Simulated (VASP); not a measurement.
# Si2C (P1) in VASP: further runs

The runs below take Si2C through single point, with PBEsol, PBE.

Everything below comes from runs of VASP 6.6.1. Logs are shortened: lines on timing, memory, paths and dates and some standing lists are left out, and cuts for length are marked.

## (1) The cell of the first run

The typed cell holds 3 atoms: a = 3.380 Å, b = 3.380 Å, c = 4.653 Å, α = 90.00°, β = 90.00°, γ = 120.00°.

## (2) Single point, PBEsol

INCAR reads:

```
PREC     = Accurate       # precision mode
ENCUT    = 520            # plane-wave cutoff, eV
EDIFF    = 1E-7           # SCF threshold, eV
ISMEAR   = 1              # smearing method
SIGMA    = 0.05           # smearing width, eV
LREAL    = F              # projectors in reciprocal space
LASPH    = T              # aspherical terms in the spheres
NELM     = 100            # most SCF steps
ALGO     = Normal         # electronic algorithm
ISIF     = 2              # what is computed and relaxed
LWAVE    = F              # write WAVECAR
LCHARG   = T              # write CHGCAR
GGA      = PS             # functional
LELF     = T              # ELF
LVHAR    = T            
NBANDS   = 13             # bands
```

KPOINTS reads:

```
Automatic mesh
0
Gamma
  7 7 4
```

POSCAR reads:

```
Si2C
1.0
    3.3797266700      0.0000000000      0.0000000000
   -1.6898633400      2.9269291600      0.0000000000
    0.0000000000      0.0000000000      4.6533202500
Si C
2 1
Direct
    0.3196890000      0.6565670000      0.7491440000
    0.3383810000      0.6796170000      0.2388180000
   -0.0098540000     -0.0099810000     -0.0082740000
```

Potentials or basis: VASP PAW PBE potentials, release 64 (Si, C).

Started as:

```console
$ cat potpaw_PBE.64/Si/POTCAR potpaw_PBE.64/C/POTCAR > POTCAR
$ mpirun -np 1 vasp_std > vasp.out
```

OUTCAR:

```text
PREC = Accurate
   ENCUT = 520
   EDIFF = 1E-7
   ISMEAR = 1
   LREAL = F
   LASPH = T
   NELM = 100
   ISIF = 2
   GGA = PS

 ion  position               nearest neighbor table
   1  0.320  0.657  0.749-   3 2.24   3 2.25   3 2.26   2 2.28   2 2.38
   2  0.338  0.680  0.239-   3 2.23   3 2.25   1 2.28   3 2.32   1 2.38
   3  0.990  0.990  0.992-   2 2.23   1 2.24   2 2.25   1 2.25   1 2.26   2 2.32

  LATTYP: Found a hexagonal cell.
 ALAT       =     3.3797266700
 C/A-ratio  =     1.3768333076

  Lattice vectors:

 A1 = (   3.3797266700,   0.0000000000,   0.0000000000)
 A2 = (  -1.6898633400,   2.9269291600,   0.0000000000)
 A3 = (   0.0000000000,   0.0000000000,   4.6533202500)

Analysis of symmetry for initial positions (statically):
=====================================================================
 Subroutine PRICEL returns:
 Original cell was already a primitive cell.

 Routine SETGRP: Setting up the symmetry group for a
 hexagonal supercell.

 Subroutine GETGRP returns: Found  1 space group operations
 (whereof  1 operations were pure point group operations)
 out of a pool of 24 trial point group operations.

The static configuration has the point symmetry C_1 .

Analysis of symmetry for dynamics (positions and initial velocities):
=====================================================================
 Subroutine PRICEL returns:
 Original cell was already a primitive cell.

 Routine SETGRP: Setting up the symmetry group for a
 hexagonal supercell.

 Subroutine GETGRP returns: Found  1 space group operations
 (whereof  1 operations were pure point group operations)
 out of a pool of 24 trial point group operations.

The dynamic configuration has the point symmetry C_1 .

 Subroutine INISYM returns: Found  1 space group operations
 (whereof  1 operations are pure point group operations),
 and found     1 'primitive' translations

----------------------------------------------------------------------------------------

                                     Primitive cell

  volume of cell :      46.0317

  direct lattice vectors                    reciprocal lattice vectors
     3.379726670  0.000000000  0.000000000     0.295881915  0.170827504  0.000000000
    -1.689863340  2.926929160  0.000000000     0.000000000  0.341655006  0.000000000
     0.000000000  0.000000000  4.653320250     0.000000000  0.000000000  0.214900318

  length of vectors
     3.379726670  3.379726678  4.653320250     0.341655007  0.341655006  0.214900318

  position of ions in fractional coordinates (direct lattice)
     0.319689000  0.656567000  0.749144000
     0.338381000  0.679617000  0.238818000
     0.990146000  0.990019000  0.991726000

  ion indices of the primitive-cell ions
   primitive index   ion index
                 1           1
                 2           2
                 3           3

----------------------------------------------------------------------------------------

 KPOINTS: Automatic mesh

Automatic generation of k-mesh.
 Grid dimensions read from file:
 generate k-points for:    7    7    4

 Generating k-lattice:

  Cartesian coordinates                     Fractional coordinates (reciprocal lattice)
     0.042268845  0.024403929  0.000000000     0.142857143  0.000000000  0.000000000
     0.000000000  0.048807858  0.000000000     0.000000000  0.142857143  0.000000000
     0.000000000  0.000000000  0.053725079     0.000000000  0.000000000  0.250000000

  Length of vectors
     0.048807858  0.048807858  0.053725079

  Shift w.r.t. Gamma in fractional coordinates (k-lattice)
     0.000000000  0.000000000  0.000000000

 Subroutine IBZKPT returns following result:
 ===========================================

 Found     99 irreducible k-points:

 Following reciprocal coordinates:
            Coordinates               Weight
  0.000000  0.000000  0.000000      1.000000
  0.142857  0.000000  0.000000      2.000000
  0.000000  0.142857  0.000000      2.000000
 -0.142857  0.142857  0.000000      2.000000
  0.285714 -0.000000  0.000000      2.000000
  0.000000  0.285714  0.000000      2.000000
[... 16 lines left out ...]
  0.285714  0.285714  0.000000      2.000000
 -0.285714 -0.428571  0.000000      2.000000
 [... further k-points ...]
   k-points           NKPTS =     99   k-points in BZ     NKDIM =     99   number of bands    NBANDS=     13
   number of dos      NEDOS =    301   number of ions     NIONS =      3
   total plane-waves  NPLWV =  28224
   dimension x,y,z NGX =    28 NGY =   28 NGZ =   36
   dimension x,y,z NGXF=    56 NGYF=   56 NGZF=   72
   ions per type =               2   1
   NGX,Y,Z   is equivalent  to a cutoff of  13.77, 13.77, 12.86 a.u.
   NGXF,Y,Z  is equivalent  to a cutoff of  27.55, 27.55, 25.72 a.u.
 SYSTEM =  unknown system
   PREC   = accura    normal or accurate (medium, high low for compatibility)
   ISTART =      0    job   : 0-new  1-cont  2-samecut
   ICHARG =      2    charge: 1-file 2-atom 10-const
[... 27 lines left out ...]
  volume/ion in A,a.u.               =      15.34       103.55
  Fermi-wavevector in a.u.,A,eV,Ry     =   1.045802  1.976280 14.880730  1.093703
  Thomas-Fermi vector in A             =   2.180614
   LORBIT       =      0    0 simple, 1 ext, 2 COOP (PROOUT), +10 PAW based schemes
   GGA     = PS    functional components
   LHFCALC =     F    Hartree Fock is set to
   AEXX    =    0.0000 exact exchange contribution
   IVDW    =     0    specifies the selected vdW correction
   LEPSILON=     F    determine dielectric tensor
   LRPA    =     F    only Hartree local field effects (RPA)
 non-spin polarized calculation
 Methfessel and Paxton  Order N= 1 SIGMA  =   0.05
  energy-cutoff  :      520.00
  volume of cell :       46.03
 maximum number of plane-waves:      1265
 NGX is ok and might be reduce to    28
   NGX = 13   NGY = 13   NGZ = 17

 number of electron      12.0000000 magnetization

 Free energy of the ion-electron system (eV)
  ---------------------------------------------------
  ext. energy  EPLUGINS =         0.00000000
  ---------------------------------------------------
  free energy    TOTEN  =       -17.38961508 eV

  energy without entropy =      -17.38932265  energy(sigma->0) =      -17.38951760

 E-fermi :   6.9629     XC(G=0): -10.2998

 val. band max:        6.9517709234   @ k =   0.0000   0.1429   0.5000
 cond. band min:       6.9632531638   @ k =  -0.1429   0.1429   0.5000
 fundamental gap:      0.0114822404
 Fermi energy:         6.9628781291

 k-point     1 :       0.0000    0.0000    0.0000
  band No.  band energies     occupation
      1      -8.0791      2.00000
      2      -0.4218      2.00000
      3      -0.3829      2.00000
      4       4.2400      2.00000
      5       4.5026      2.00000
      6       6.1166      2.00000
      7       9.4821      0.00000
      8       9.7583      0.00000
      9      10.7806      0.00000
     10      13.0865      0.00000
     11      13.1886      0.00000
     12      13.5071      0.00000
     13      15.2089      0.00000

 k-point     2 :       0.1429    0.0000    0.0000
  band No.  band energies     occupation
      1      -7.7861      2.00000
      2      -0.2902      2.00000
      3      -0.0759      2.00000
      4       2.4185      2.00000
      5       4.0073      2.00000
      6       7.3033     -0.00000
      7       9.1281      0.00000
      8       9.6518      0.00000
      9      10.1642      0.00000
     10      12.6755      0.00000
     11      12.9020      0.00000
     12      13.2360      0.00000
     13      14.8056      0.00000

 k-point     3 :       0.0000    0.1429    0.0000
  band No.  band energies     occupation
      1      -7.7898      2.00000
      2      -0.2835      2.00000
      3      -0.0784      2.00000
      4       2.5616      2.00000
      5       3.8434      2.00000
      6       7.2609     -0.00000
      7       9.0452      0.00000
      8       9.7042      0.00000
      9      10.3045      0.00000
     10      12.6472      0.00000
     11      12.8554      0.00000
     12      13.2743      0.00000
     13      14.8279      0.00000
[... 305 lines left out ...]
 k-point    23 :       0.2857    0.2857    0.0000
  band No.  band energies     occupation
      1      -5.0050      2.00000
      2      -3.1658      2.00000
      3       0.4382      2.00000
      4       2.1742      2.00000
      5       2.7513      2.00000
      6       5.1272      2.00000
      7       6.9135      2.04736
      8       8.0246      0.00000
      9       8.1995      0.00000
     10      10.5994      0.00000
     11      13.4455      0.00000
     12      14.9509      0.00000
     13      16.0621      0.00000

 k-point    24 :      -0.2857   -0.4286    0.0000
  band No.  band energies     occupation
      1      -5.0040      2.00000
      2      -3.1677      2.00000
      3       0.4387      2.00000
      4       2.1737      2.00000
      5       2.7526      2.00000
      6       5.1251      2.00000
      7       6.9167      2.03070
      8       8.0269      0.00000
      9       8.1946      0.00000
     10      10.5993      0.00000
     11      13.4527      0.00000
     12      14.9518      0.00000
     13      16.0572      0.00000

 [... further k-points ...]
[... 5 lines left out ...]
  --------------------------------------------------------------------------------------
  -------------------------------------------------------------------------------------
  Total       -7.7652709     -7.5558637      2.6809271      0.0167155      0.3109630      0.1007631
  in kB     -270.2778538   -262.9892319     93.3122909      0.5817980     10.8233711      3.5071578
  external PRESSURE =    -146.6515983 kB  Pullay stress =       0.0000000 kB

 VOLUME and BASIS-vectors are now :
 -----------------------------------------------------------------------------
  energy-cutoff  :      520.00
  volume of cell :       46.03
      direct lattice vectors                 reciprocal lattice vectors
     3.379726670  0.000000000  0.000000000     0.295881915  0.170827504  0.000000000
    -1.689863340  2.926929160  0.000000000     0.000000000  0.341655006  0.000000000
     0.000000000  0.000000000  4.653320250     0.000000000  0.000000000  0.214900318

 POSITION                                       TOTAL-FORCE (eV/Angst)
 -----------------------------------------------------------------------------------
     -0.02905      1.92173      3.48601        -0.046020     -0.176816     -1.152201
     -0.00482      1.98919      1.11130         0.047911      0.090789      1.223687
      1.67343      2.89772      4.61482        -0.001891      0.086028     -0.071485
 -----------------------------------------------------------------------------------
    total drift:                                0.000001      0.000010      0.000056

  FREE ENERGIE OF THE ION-ELECTRON SYSTEM (eV)
  ---------------------------------------------------
  free  energy   TOTEN  =       -17.3896150759 eV

  energy  without entropy=      -17.3893226491  energy(sigma->0) =      -17.38951760
```

Wall time 32 s (1 thread of Intel Xeon 6975P-C (Granite Rapids), shared host); peak memory 0.2 GiB.

Results:

```yaml
Free_energy: -17.3896 eV
Pressure: -14.7 GPa
Largest_force: 1.228 eV/Å
Band_gap_on_the_k_mesh: zero (bands 6 and 7 overlap by 2.77 eV)
```

Forces on the atoms (eV/Å):
```
Si  -0.046 -0.177 -1.152
Si   0.048  0.091  1.224
C   -0.002  0.086 -0.071
```

Caveat: the stress differs along the axes, from -27 to 9 GPa; the PAW data sets were made with another functional, which shifts forces and pressure a little.

## (3) Single point, PBE

INCAR reads:

```
PREC     = Accurate       # precision mode
ENCUT    = 520            # plane-wave cutoff, eV
EDIFF    = 1E-6           # SCF threshold, eV
ISMEAR   = 1              # smearing method
SIGMA    = 0.1            # smearing width, eV
LREAL    = F              # projectors in reciprocal space
LASPH    = T              # aspherical terms in the spheres
NELM     = 60             # most SCF steps
ALGO     = Normal         # electronic algorithm
ISIF     = 2              # what is computed and relaxed
LWAVE    = F              # write WAVECAR
LCHARG   = F              # write CHGCAR
GGA      = PE             # functional
NBANDS   = 13             # bands
```

KPOINTS is that of step 2.

POSCAR is that of step 2.

Potentials or basis: VASP PAW PBE potentials, release 64 (Si, C).

Started as:

```console
$ cat potpaw_PBE.64/Si/POTCAR potpaw_PBE.64/C/POTCAR > POTCAR
$ mpirun -np 1 vasp_std > vasp.out
```

Wall time 24 s (1 thread of Intel Xeon 6975P-C (Granite Rapids), shared host); peak memory 0.19 GiB.

Results (log left out):

| Quantity | Value |
| --- | --- |
| Free energy | -16.1900 eV |
| Pressure | -11.8 GPa |
| Largest force | 1.265 eV/Å |
| Band gap on the k mesh | zero (bands 6 and 7 overlap by 2.76 eV) |

Forces in eV/Å, atoms in the order of the input:
```
Si  -0.047 -0.177 -1.194
Si   0.049  0.096  1.260
C   -0.002  0.081 -0.067
```

Stress tensor (GPa, compression positive):
```
-23.88   0.05   0.32
  0.05 -23.09   0.96
  0.32   0.96  11.66
```

Levels at points of the mesh, in eV from the Fermi level:
```
           k point  band 4  band 5  band 6  band 7  band 8  band 9
(0.00, 0.00, 0.00)   -2.73   -2.47   -0.88    2.52    2.80    3.79
(0.00, 0.00, 0.50)   -2.36   -1.84   -1.46    1.21    3.40    3.43
```

Caveat: the stress differs along the axes, from -24 to 12 GPa; forces of over 1 eV/Å act on the atoms, so gaps and moduli don't describe the material at rest.

## (4) Single point, PBE

INCAR reads:

```
SYSTEM = Si2C
ALGO = Normal ; EDIFF = 1E-6
ENCUT = 520 ; GGA = PE
ISIF = 2 ; ISMEAR = -1
LASPH = .True. ; LCHARG = .False.
LREAL = .False. ; LWAVE = .False.
NBANDS = 13 ; NELM = 80
PREC = Accurate ; SIGMA = 0.05
```

KPOINTS reads:

```
k-points
0
Gamma
  7 7 4
  0 0 0
```

POSCAR is that of step 3.

Started as:

```console
$ cat potpaw_PBE.64/Si/POTCAR potpaw_PBE.64/C/POTCAR > POTCAR
$ mpirun -np 1 vasp_std > vasp.out
```

Run time: 23 s. Hardware: 1 thread of Intel Xeon 6975P-C (Granite Rapids), shared host; peak memory 0.2 GiB.

It converged, with:

```yaml
Free_energy: -16.1983 eV
Pressure: -11.8 GPa
Largest_force: 1.246 eV/Å
Band_gap_on_the_k_mesh: zero (bands 6 and 7 overlap by 2.76 eV)
```

Forces on the atoms (eV/Å):
```
Si  -0.048 -0.178 -1.179
Si   0.049  0.100  1.241
C   -0.002  0.078 -0.062
```

Stress tensor (GPa, compression positive):
```
-23.69   0.05   0.32
  0.05 -23.00   0.94
  0.32   0.94  11.29
```

Levels at points of the mesh, in eV from the Fermi level:
```csv
k point,band 3,band 4,band 5,band 6,band 7,band 8,band 9,band 10
"(0.00, 0.00, 0.00)",-7.35,-2.74,-2.47,-0.89,2.52,2.79,3.78,6.11
"(0.00, 0.00, 0.50)",-2.62,-2.37,-1.85,-1.47,1.20,3.39,3.42,3.57
```

Caveat: the stress differs along the axes, from -24 to 11 GPa; forces of over 1 eV/Å act on the atoms, so gaps and moduli don't describe the material at rest.

## (5) Single point, PBEsol

INCAR reads:

```
PREC = Accurate
ENCUT = 520
EDIFF = 1E-6
ISMEAR = 1
SIGMA = 0.05
LREAL = False
LASPH = True
NELM = 80
ALGO = Normal
ISIF = 2
LWAVE = False
LCHARG = False
GGA = PS
NBANDS = 13
```

KPOINTS reads:

```
Automatic mesh
0
Gamma
  8 8 5
```

POSCAR is that of step 4.

Started as:

```console
$ cat potpaw_PBE.64/Si/POTCAR potpaw_PBE.64/C/POTCAR > POTCAR
$ mpirun -np 1 vasp_std > vasp.out
```

It took 34 s on 1 thread of Intel Xeon 6975P-C (Granite Rapids), shared host; peak memory 0.22 GiB.

It converged, with:

| Item | Value |
| --- | --- |
| Free energy | -17.3851 eV |
| Pressure | -14.7 GPa |
| Largest force | 1.185 eV/Å |
| Band gap on the k mesh | zero (bands 6 and 7 overlap by 2.95 eV) |

Forces in eV/Å, atoms in the order of the input:
```
Si  -0.054 -0.175 -1.106
Si   0.056  0.125  1.177
C   -0.002  0.050 -0.072
```

Stress tensor (GPa, compression positive):
```
-27.45   0.07   0.26
  0.07 -26.59   0.93
  0.26   0.93   9.79
```

Levels at points of the mesh, in eV from the Fermi level:
| k point | band 3 | band 4 | band 5 | band 6 | band 7 | band 8 | band 9 | band 10 |
| --- | --- | --- | --- | --- | --- | --- | --- | --- |
| (0.00, 0.00, 0.00) | -7.28 | -2.68 | -2.42 | -0.81 | 2.57 | 2.85 | 3.87 | 6.18 |
| (0.50, 0.00, 0.00) | -5.02 | -4.47 | -4.14 | -2.22 | -1.82 | 1.19 | 4.03 | 4.40 |
| (0.00, 0.50, 0.00) | -5.03 | -4.55 | -4.24 | -2.07 | -1.83 | 1.08 | 4.04 | 4.37 |
| (0.50, 0.50, 0.00) | -5.02 | -4.49 | -4.12 | -2.23 | -1.82 | 1.18 | 4.03 | 4.40 |

Caveat: the stress differs along the axes, from -27 to 10 GPa; the PAW data sets were made with another functional, which shifts forces and pressure a little.

## (6) Single point, PBE

INCAR reads:

```
SYSTEM = Si2C
ALGO = Normal
EDIFF = 1E-7
ENCUT = 520
GGA = PE
ISIF = 2
ISMEAR = 1
LASPH = .TRUE.
LCHARG = .TRUE.
LELF = .TRUE.
LREAL = .FALSE.
LVHAR = .TRUE.
LWAVE = .FALSE.
NBANDS = 13
NELM = 60
PREC = Accurate
SIGMA = 0.1
```

KPOINTS reads:

```
k-points
0
G
  8 8 5
  0 0 0
```

POSCAR is that of step 5.

Potentials or basis: VASP PAW PBE potentials, release 64 (Si, C).

Started as:

```console
$ cat potpaw_PBE.64/Si/POTCAR potpaw_PBE.64/C/POTCAR > POTCAR
$ mpirun -np 1 vasp_std > vasp.out
```

It took 42 s on 1 thread of Intel Xeon 6975P-C (Granite Rapids), shared host; peak memory 0.22 GiB.

The run converged. Its results:

- Free energy: -16.1844 eV
- Pressure: -12.0 GPa
- Largest force: 1.217 eV/Å
- Band gap on the k mesh: zero (bands 6 and 7 overlap by 2.95 eV)

Forces in eV/Å, atoms in the order of the input:
```
Si  -0.053 -0.176 -1.141
Si   0.056  0.132  1.209
C   -0.002  0.044 -0.067
```

Stress tensor (GPa, compression positive):
```
-24.43   0.06   0.30
  0.06 -23.46   0.93
  0.30   0.93  11.81
```

Levels at points of the mesh, in eV from the Fermi level:
| k point | band 4 | band 5 | band 6 | band 7 | band 8 | band 9 |
| --- | --- | --- | --- | --- | --- | --- |
| (0.00, 0.00, 0.00) | -2.68 | -2.42 | -0.84 | 2.58 | 2.85 | 3.84 |
| (0.50, 0.00, 0.00) | -4.47 | -4.13 | -2.24 | -1.81 | 1.25 | 4.02 |
| (0.00, 0.50, 0.00) | -4.55 | -4.24 | -2.08 | -1.82 | 1.15 | 4.02 |
| (0.50, 0.50, 0.00) | -4.49 | -4.11 | -2.24 | -1.81 | 1.25 | 4.02 |

Caveat: the stress differs along the axes, from -24 to 12 GPa; forces of over 1 eV/Å act on the atoms, so gaps and moduli don't describe the material at rest.

## (7) Overview

| level | k mesh | smearing | gap on the mesh (eV) | pressure (GPa) | largest force (eV/Å) |
| --- | --- | --- | --- | --- | --- |
| PBEsol | 7 × 7 × 4 | methfessel-paxton 0.05 eV | none | -14.7 | 1.23 |
| PBE | 7 × 7 × 4 | methfessel-paxton 0.1 eV | none | -11.8 | 1.27 |
| PBE | 7 × 7 × 4 | fermi-dirac 0.05 eV | none | -11.8 | 1.25 |
| PBEsol | 8 × 8 × 5 | methfessel-paxton 0.05 eV | none | -14.7 | 1.19 |
| PBE | 8 × 8 × 5 | methfessel-paxton 0.1 eV | none | -12.0 | 1.22 |

Alike in all rows: task single point; potentials or basis VASP PAW PBE potentials, release 64 (Si, C); no spin polarisation; cell as given; cutoff (eV) 520.

The pressure there spans -14.7 GPa (PBEsol) to -11.8 GPa (PBE); a positive pressure means that this level wants a larger cell, a negative one a smaller.

Caveats: forces of over 1 eV/Å act on the atoms, so gaps and moduli don't describe the material at rest (at least some runs); the PAW data sets were made with another functional, which shifts forces and pressure a little (at least some runs); the stress differs along the axes, from -24 to 12 GPa (at least some runs); the stress differs along the axes, from -27 to 9 GPa (at least some runs); the stress differs along the axes, from -24 to 11 GPa (at least some runs); the stress differs along the axes, from -27 to 10 GPa (at least some runs).

Absolute energies hang on the potentials; compare differences alone.
